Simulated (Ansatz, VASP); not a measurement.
**SnTe: VASP beside Ansatz**

File INCAR:

```
ALGO = Normal
EDIFF = 1E-6
ENCUT = 500
GGA = PS
GGA_COMPAT = F
ISIF = 2
ISMEAR = 0
LASPH = T
LCHARG = F
LREAL = F
LWAVE = F
NBANDS = 17
NELM = 120
PREC = Accurate
SIGMA = 0.01
```

KPOINTS

```
k-points
0
Gamma
  4 4 4
```

File POSCAR:

```
SnTe
1.0
    0.0000000000      3.1444100012      3.1444100012
    3.1444100012      0.0000000000      3.1444100012
    3.1444100012      3.1444100012      0.0000000000
Sn Te
1 1
Direct
    0.0000000000      0.0000000000      0.0000000000
    0.5000000000      0.5000000000      0.5000000000
```

Input for Ansatz:

```yaml
crystal:
  lattice:
    - [0.0, 3.1444100012, 3.1444100012]
    - [3.1444100012, 0.0, 3.1444100012]
    - [3.1444100012, 3.1444100012, 0.0]
  atoms:
    - { symbol: Sn, position: [0.0, 0.0, 0.0] }
    - { symbol: Te, position: [0.5, 0.5, 0.5] }
basis:
  ecutwfc: 420
kpoints:
  mp_grid: { grid: [4, 4, 4] }
hamiltonian:
  xc: pbesol
  pseudopotentials: { kind: paw, azcp: { folder: soft_1 } }
scf:
  occupations: { method: gaussian, width: 0.01 }
output:
  forces: true
  stress: true
  eigenvalues: true
```

Alike in both runs: task single point; functional PBEsol; k mesh 4 × 4 × 4; occupations gaussian, width 0.01 eV; no spin polarisation.

```csv
,VASP,Ansatz
version,VASP 6.6.1,Ansatz 0.2.0
potentials or method,"VASP PAW PBE potentials, release 64 (Sn_d, Te), cutoff 500 eV","scalar-relativistic, plane waves, PAW"
valence electrons in the cell,20,30
```

```tsv
	VASP	Ansatz	Ansatz less VASP
gap on the k mesh at the Fermi level (eV)	0.15	0.15	-0.001
least direct gap on the mesh (eV)	0.15	0.15	-0.001
pressure (GPa)	-0.8	-0.8	0.00
```

VASP's potentials were made for PBE, not for PBEsol, and Ansatz warns of the same on its side. The functional is the same, so the differences come from potentials, cutoffs and numerics. VASP's potentials hold 20 valence electrons a cell and Ansatz's 30, so a difference there can come from the potentials and not from the codes.

The k mesh is coarse, so the values compare programs but aren't converged. Spin-orbit coupling is off throughout.
